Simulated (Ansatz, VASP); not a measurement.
## PtSe2: VASP beside Ansatz

```
CELL_PARAMETERS angstrom
3.72400 0.00000 0.00000
-1.86200 3.22508 0.00000
0.00000 0.00000 5.06200
ATOMIC_POSITIONS crystal
Pt 0.00000 0.00000 0.00000
Se 0.66667 0.33333 0.75000
Se 0.33333 0.66667 0.25000
```

Alike in both runs: task relaxation of cell and atoms; functional PBEsol; k mesh 8 × 8 × 5; occupations fermi-dirac, width 0.05 eV; no spin polarisation.

|  | VASP | Ansatz |
| --- | --- | --- |
| version | VASP 6.6.1 | Ansatz 0.2.0 |
| potentials or method | VASP PAW PBE potentials, release 64 (Pt, Se) | JTH PAW |
| plane-wave cutoff (eV) | 600 | 750 |
| valence electrons in the cell | 22 | 22 |

Ansatz gave:

```
gap on the k mesh at the Fermi level, each at its own relaxed structure (eV) : none
relaxed volume (Å³/atom)                                                     : 19.78
relaxed cell length with the largest relative difference (Å)                 : 4.838
```

**Question.** Which values does VASP return?

**Answer.** gap on the k mesh at the Fermi level, each at its own relaxed structure (eV): none; relaxed volume (Å³/atom): 19.77; relaxed cell length with the largest relative difference (Å): 4.847.

VASP's potentials were made for PBE, not for PBEsol. A gap of «none» marks a metal or a gap that the smearing closes.

Spin-orbit coupling is off throughout. Noted on Ansatz's run: the plane-wave basis is chosen anew once the cell has moved, so the energies of steps on either side of that aren't comparable.
